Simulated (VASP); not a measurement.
Crystal: Tl.

```
Tl
1.0
     5.41113    0.00000    0.00000
    -2.70557    4.68618    0.00000
     0.00000    0.00000    3.31703
Tl
3
Direct
  0.00000 0.00000 0.00000
  0.33333 0.66667 0.50000
  0.66667 0.33333 0.50000
```

```yaml
Program: VASP 6.6.1
Task: relaxation of cell and atoms
Functional: RPBE
Potentials_or_basis: VASP PAW PBE potentials, release 64 (Tl_d)
Cutoff: 600 eV
k_mesh: 7 × 7 × 10
Occupations: fermi-dirac, width 0.1 eV
Spin: no spin polarisation
```

At the start: pressure 6.3 GPa; volume 28.04 Å³/atom.

Question: How do energy, volume and symmetry change on relaxing?

Answer: Over 4 steps the energy falls by 95.2 meV/atom and the volume is 34.01 Å³/atom (+21.3 %); space group P6/mmm (No. 191, to 0.05 Å).

The path:
| step | energy change (eV) | largest force (eV/Å) | pressure (GPa) | volume (Å³) |
| --- | --- | --- | --- | --- |
| 1 | 0.0000 | 0.0000 | 6.31 | 84.11 |
| 2 | -0.2768 | 0.0000 | 0.79 | 98.29 |
| 3 | -0.2849 | 0.0000 | -0.22 | 103.14 |
| 4 | -0.2856 | 0.0000 | 0.00 | 102.04 |

Final structure:
```cif
data_structure
_symmetry_space_group_name_H-M 'P 1'
_symmetry_Int_Tables_number 1
_cell_length_a 5.7709
_cell_length_b 5.7709
_cell_length_c 3.5379
_cell_angle_alpha 90.000
_cell_angle_beta 90.000
_cell_angle_gamma 120.000
_cell_volume 102.04
loop_
_atom_site_label
_atom_site_type_symbol
_atom_site_fract_x
_atom_site_fract_y
_atom_site_fract_z
_atom_site_occupancy
Tl1 Tl 0.00000 0.00000 0.00000 1
Tl2 Tl 0.33333 0.66667 0.50000 1
Tl3 Tl 0.66667 0.33333 0.50000 1
```

Caveat: the volume moved by over 15 % at a fixed basis, so the end points are rough; the PAW data sets were made with another functional, which shifts forces and pressure a little.
